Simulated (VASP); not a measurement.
# SnO (Pmn2_1) in VASP: single point with PBE

Aim: the single point of SnO with PBE.

Everything below comes from runs of VASP 6.6.1. Logs are shortened: lines on timing, memory, paths and dates and some standing lists are left out, and cuts for length are marked.

## (1) The cell of the first run

The structure is orthorhombic, space group Pmn2_1 (No. 31). Conventional cell: a = 3.303 Å, b = 5.758 Å, c = 4.001 Å, α = 90.00°, β = 90.00°, γ = 90.00°. Sn (site symmetry m) has 3 O at 2.12 to 2.13 Å within 2.8 Å. O (site symmetry m) has 3 Sn at 2.12 to 2.13 Å and 4 O at 2.87 Å within 2.9 Å.

## (2) Single point, PBE

The input, INCAR:

```
PREC = Accurate
ENCUT = 1340
EDIFF = 1E-6
ISMEAR = -1
SIGMA = 0.02
LREAL = False
LASPH = True
NELM = 120
ALGO = Normal
ISIF = 2
LWAVE = False
LCHARG = True
GGA = PE
LELF = True
LVHAR = True
NBANDS = 28
GGA_COMPAT = False
```

The input, KPOINTS:

```
regular mesh
0
Gamma
  8 4 6
```

The input, POSCAR:

```
SnO
1.0
    3.3031148458      0.0000000000      0.0000000000
    0.0000000000      5.7577049671      0.0000000000
    0.0000000000      0.0000000000      4.0008070933
Sn O
2 2
Direct
    0.0000000000      0.2294420276      0.5172649355
    0.5000000000      0.7705579724      0.0172649355
    0.0000000000      0.8935339399      0.7327360645
    0.5000000000      0.1064660601      0.2327360645
```

Potentials or basis: VASP PAW PBE potentials, release 64 (Sn_d, O_h).

Started as:

```
$ cat potpaw_PBE.64/Sn_d/POTCAR potpaw_PBE.64/O_h/POTCAR > POTCAR
$ mpirun -np 1 vasp_std > vasp.out
```

OUTCAR:

```text
PREC = Accurate
   ENCUT = 1340
   EDIFF = 1E-6
   ISMEAR = -1
   LREAL = False
   LASPH = True
   NELM = 120
   ISIF = 2
   GGA = PE

 ion  position               nearest neighbor table
   1  0.000  0.229  0.517-   3 2.12   4 2.13   4 2.13   2 3.70   2 3.70   2 3.70   2 3.70
   2  0.500  0.771  0.017-   4 2.12   3 2.13   3 2.13   1 3.70   1 3.70   1 3.70   1 3.70
   3  0.000  0.894  0.733-   1 2.12   2 2.13   2 2.13
   4  0.500  0.106  0.233-   2 2.12   1 2.13   1 2.13

  LATTYP: Found a simple orthorhombic cell.
 ALAT       =     3.3031148458
 B/A-ratio  =     1.2112225218
 C/A-ratio  =     1.7431137686

  Lattice vectors:

 A1 = (  -3.3031148458,   0.0000000000,   0.0000000000)
 A2 = (   0.0000000000,   0.0000000000,   4.0008070933)
 A3 = (   0.0000000000,   5.7577049671,   0.0000000000)

Analysis of symmetry for initial positions (statically):
=====================================================================
 Subroutine PRICEL returns:
 Original cell was already a primitive cell.

 Routine SETGRP: Setting up the symmetry group for a
 simple orthorhombic supercell.

 Subroutine GETGRP returns: Found  4 space group operations
 (whereof  2 operations were pure point group operations)
 out of a pool of  8 trial point group operations.

The static configuration has the point symmetry C_1h.
 The point group associated with its full space group is C_2v.

Analysis of symmetry for dynamics (positions and initial velocities):
=====================================================================
 Subroutine PRICEL returns:
 Original cell was already a primitive cell.

 Routine SETGRP: Setting up the symmetry group for a
 simple orthorhombic supercell.

 Subroutine GETGRP returns: Found  4 space group operations
 (whereof  2 operations were pure point group operations)
 out of a pool of  8 trial point group operations.

The dynamic configuration has the point symmetry C_1h.
 The point group associated with its full space group is C_2v.

 Subroutine INISYM returns: Found  4 space group operations
 (whereof  2 operations are pure point group operations),
 and found     1 'primitive' translations

----------------------------------------------------------------------------------------

                                     Primitive cell
[... 91 lines left out ...]
   LSORBIT =      F    spin-orbit coupling
   LASPH  =      T    aspherical Exc in radial PAW
   ENCUT  = 1340.0 eV  98.49 Ry    9.92 a.u.   9.86 17.19 11.94*2*pi/ulx,y,z
   NELM   =    120;   NELMIN=  2; NELMDL= -5     # of ELM steps
   EDIFF  = 0.1E-05   stopping-criterion for ELM
   LREAL  =      F    real-space projection
   EDIFFG = 0.1E-04   stopping-criterion for IOM
   NSW    =      0    number of steps for IOM
   IBRION =     -1    ionic relax: 0-MD 1-quasi-New 2-CG
   NFREE  =      0    steps in history (QN), initial steepest desc. (CG)
   ISIF   =      2    stress and relaxation
   ISYM   =      2    0-nonsym 1-usesym 2-fastsym
   POTIM  = 0.5000    time-step for ionic-motion
   TEBEG  =    0.0;   TEEND  =   0.0 temperature during run
   PSTRESS=    0.0 pullay stress
   NELECT =      40.0000    total number of electrons
   NUPDOWN=      -1.0000    fix difference up-down
   EMIN   =  10.00;   EMAX   =-10.00  energy-range for DOS
   EFERMI =   0.00;   METHOD = LEGACY
   ISMEAR =    -1;   SIGMA  =   0.02  broadening in eV -4-tet -1-fermi 0-gaus
   EFERMI_NEDOS =   21; number of points for ismear=-14 and -15
   IALGO  =     38    algorithm
   IMIX   =      4    mixing-type and parameters
     AMIX     =   0.40;   BMIX     =  1.00
     AMIX_MAG =   1.60;   BMIX_MAG =  1.00
  volume/ion in A,a.u.               =      19.02       128.37
  Fermi-wavevector in a.u.,A,eV,Ry     =   1.321259  2.496817 23.752032  1.745725
  Thomas-Fermi vector in A             =   2.451026
   LORBIT       =      0    0 simple, 1 ext, 2 COOP (PROOUT), +10 PAW based schemes
   GGA     = PE    functional components
   LHFCALC =     F    Hartree Fock is set to
   AEXX    =    0.0000 exact exchange contribution
   IVDW    =     0    specifies the selected vdW correction
   LEPSILON=     F    determine dielectric tensor
   LRPA    =     F    only Hartree local field effects (RPA)
 non-spin polarized calculation
  energy-cutoff  :     1340.00
  volume of cell :       76.09
 maximum number of plane-waves:      8520
 NGX is ok and might be reduce to    40
   NGX = 19   NGY = 35   NGZ = 23

 number of electron      40.0000002 magnetization

 Free energy of the ion-electron system (eV)
  ---------------------------------------------------
  ext. energy  EPLUGINS =         0.00000000
  ---------------------------------------------------
  free energy    TOTEN  =       -22.39282814 eV

  energy without entropy =      -22.39282814  energy(sigma->0) =      -22.39282814

 E-fermi :   6.1698     XC(G=0):  -9.8123

 val. band max:        5.6734554812   @ k =   0.0000   0.0000   0.0000
 cond. band min:       7.0857958927   @ k =   0.3750   0.5000   0.0000
 fundamental gap:      1.4123404116
 Fermi energy:         6.1698239766

 k-point     1 :       0.0000    0.0000    0.0000
  band No.  band energies     occupation
      1     -15.6905      2.00000
      2     -15.3016      2.00000
      3     -15.2012      2.00000
      4     -15.1631      2.00000
      5     -15.1341      2.00000
      6     -15.1108      2.00000
[... 733 lines left out ...]
     27      14.8755      0.00000
     28      16.0554      0.00000

 [... further k-points ...]

------------------------ aborting loop because EDIFF is reached ----------------------------------------

  FORCE on cell =-STRESS in cart. coord.  units (eV):
  Direction    XX          YY          ZZ          XY          YZ          ZX
  --------------------------------------------------------------------------------------
  -------------------------------------------------------------------------------------
  Total        2.6010130      2.0893374      1.9950326      0.0000000      0.0000000      0.0000000
  in kB       54.7686976     43.9945086     42.0087622      0.0000000      0.0000000      0.0000000
  external PRESSURE =      46.9239895 kB  Pullay stress =       0.0000000 kB

 VOLUME and BASIS-vectors are now :
 -----------------------------------------------------------------------------
  energy-cutoff  :     1340.00
  volume of cell :       76.09
      direct lattice vectors                 reciprocal lattice vectors
     3.303114846  0.000000000  0.000000000     0.302744545  0.000000000  0.000000000
     0.000000000  5.757704967  0.000000000     0.000000000  0.173680313  0.000000000
     0.000000000  0.000000000  4.000807093     0.000000000  0.000000000  0.249949567

 POSITION                                       TOTAL-FORCE (eV/Angst)
 -----------------------------------------------------------------------------------
      0.00000      1.32106      2.06948         0.000000      0.576492      0.201679
      1.65156      4.43665      0.06907         0.000000     -0.576492      0.201679
      0.00000      5.14470      2.93154         0.000000     -0.130334     -0.201679
      1.65156      0.61300      0.93113         0.000000      0.130334     -0.201679
 -----------------------------------------------------------------------------------
    total drift:                               -0.000000     -0.000000      0.000814

  FREE ENERGIE OF THE ION-ELECTRON SYSTEM (eV)
  ---------------------------------------------------
  free  energy   TOTEN  =       -22.3928281420 eV

  energy  without entropy=      -22.3928281420  energy(sigma->0) =      -22.39282814
```

OSZICAR:

```text
N       E                     dE             d eps       ncg     rms          rms(c)
DAV:   1     0.605633045592E+03    0.60563E+03   -0.33746E+04  3392   0.382E+03
DAV:   2     0.107679158293E+03   -0.49795E+03   -0.48062E+03  3376   0.845E+02
DAV:   3    -0.130356374687E+02   -0.12071E+03   -0.11623E+03  4144   0.256E+02
DAV:   4    -0.257997537218E+02   -0.12764E+02   -0.12551E+02  3960   0.802E+01
DAV:   5    -0.262693323133E+02   -0.46958E+00   -0.46817E+00  4016   0.160E+01    0.121E+01
DAV:   6    -0.223977692752E+02    0.38716E+01   -0.15511E+01  5600   0.455E+01    0.504E+00
DAV:   7    -0.224218585571E+02   -0.24089E-01   -0.21866E+00  3908   0.902E+00    0.274E+00
DAV:   8    -0.224045877556E+02    0.17271E-01   -0.39423E-01  5108   0.472E+00    0.914E-01
DAV:   9    -0.223916022110E+02    0.12986E-01   -0.63226E-02  5472   0.267E+00    0.262E-01
DAV:  10    -0.223932470123E+02   -0.16448E-02   -0.91372E-03  4632   0.911E-01    0.155E-01
DAV:  11    -0.223927911906E+02    0.45582E-03   -0.21266E-03  5468   0.480E-01    0.211E-02
DAV:  12    -0.223928390925E+02   -0.47902E-04   -0.41386E-04  3620   0.121E-01    0.376E-02
DAV:  13    -0.223928282982E+02    0.10794E-04   -0.35880E-05  4968   0.584E-02    0.103E-02
DAV:  14    -0.223928281420E+02    0.15626E-06   -0.33813E-06  3692   0.148E-02
   1 F= -.22392828E+02 E0= -.22392828E+02  d E =-.200884E-12
```

stdout:

```text
POSCAR found type information on POSCAR SnO
 POSCAR found :  2 types and       4 ions
 scaLAPACK will be used
 LDA part: xc-table for (Slater+PW92), standard interpolation
 POSCAR, INCAR and KPOINTS ok, starting setup
 FFT: planning ... GRIDC
 FFT: planning ... GRID_SOFT
 FFT: planning ... GRID
 WAVECAR not read
 entering main loop
```

It took 7 min on 1 thread of Intel Xeon Platinum 8375C at 2.90GHz (Ice Lake), shared host; peak memory 0.66 GiB.

Results:

```
Free energy            : -22.3928 eV
Pressure               : 4.7 GPa
Largest force          : 0.611 eV/Å
Band gap on the k mesh : 1.41 eV (least direct gap 2.10 eV)
```

Forces in eV/Å, atoms in the order of the input:
```
Sn   0.000  0.576  0.202
Sn   0.000 -0.576  0.202
O    0.000 -0.130 -0.202
O    0.000  0.130 -0.202
```

Stress tensor (GPa, compression positive):
```
5.48 0.00 0.00
0.00 4.40 0.00
0.00 0.00 4.20
```

Caveat: the cell stands under pressure; spin-orbit coupling is left out, which moves the levels of the heavy elements.
